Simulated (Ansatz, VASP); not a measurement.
**CdS in VASP and in Ansatz**

INCAR

```
SYSTEM = CdS
PREC     = Accurate       ! precision mode
ENCUT    = 520            ! plane-wave cutoff, eV
EDIFF    = 1E-6           ! SCF threshold, eV
ISMEAR   = 0              ! smearing method
SIGMA    = 0.05           ! smearing width, eV
LREAL    = .False.        ! projectors in reciprocal space
LASPH    = .True.         ! aspherical terms in the spheres
NELM     = 60             ! most SCF steps
ALGO     = Normal         ! electronic algorithm
ISIF     = 2              ! what is computed and relaxed
LWAVE    = .False.        ! write WAVECAR
LCHARG   = .False.        ! write CHGCAR
GGA      = PE             ! functional
NBANDS   = 16             ! bands
```

KPOINTS

```
regular mesh
0
Gamma
  10 10 10
  0 0 0
```

POSCAR

```
CdS
1.0
    0.0000000000      3.0023499975      3.0023499975
    3.0023499975      0.0000000000      3.0023499975
    3.0023499975      3.0023499975      0.0000000000
Cd S
1 1
Direct
    0.0000000000      0.0000000000      0.0000000000
    0.7500000000      0.7500000000      0.7500000000
```

Input for Ansatz:

```yaml
crystal:
  lattice:
    - [0.0, 3.0023499978, 3.0023499978]
    - [3.0023499978, 0.0, 3.0023499978]
    - [3.0023499978, 3.0023499978, 0.0]
  atoms:
    - { symbol: Cd, position: [0.0, 0.0, 0.0] }
    - { symbol: S, position: [0.75, 0.75, 0.75] }
basis:
  ecutwfc: 420
  ecutrho_ratio: 4
kpoints:
  mp_grid: { grid: [10, 10, 10] }
hamiltonian:
  xc: pbe
scf:
  occupations: { method: gaussian, width: 0.05 }
output:
  forces: true
  stress: true
  eigenvalues: true
  write_density: true
  write_potential: true
  elf: true
  volumetric_format: npy
```

Alike in both runs: task single point; functional PBE; k mesh 10 × 10 × 10; occupations gaussian, width 0.05 eV; no spin polarisation.

|  | VASP | Ansatz |
| --- | --- | --- |
| version | VASP 6.6.1 | Ansatz 0.2.0 |
| potentials or method | VASP PAW PBE potentials, release 64 (Cd, S), cutoff 520 eV | scalar-relativistic, plane waves, PAW |
| valence electrons in the cell | 18 | 26 |

|  | VASP | Ansatz | Ansatz less VASP |
| --- | --- | --- | --- |
| gap on the k mesh at the Fermi level (eV) | 0.95 | 0.95 | 0.000 |
| least direct gap on the mesh (eV) | 0.95 | 0.95 | 0.000 |
| pressure (GPa) | -1.7 | -1.9 | -0.24 |

VASP's potentials hold 18 valence electrons a cell and Ansatz's 26, so a difference there can come from the potentials and not from the codes.
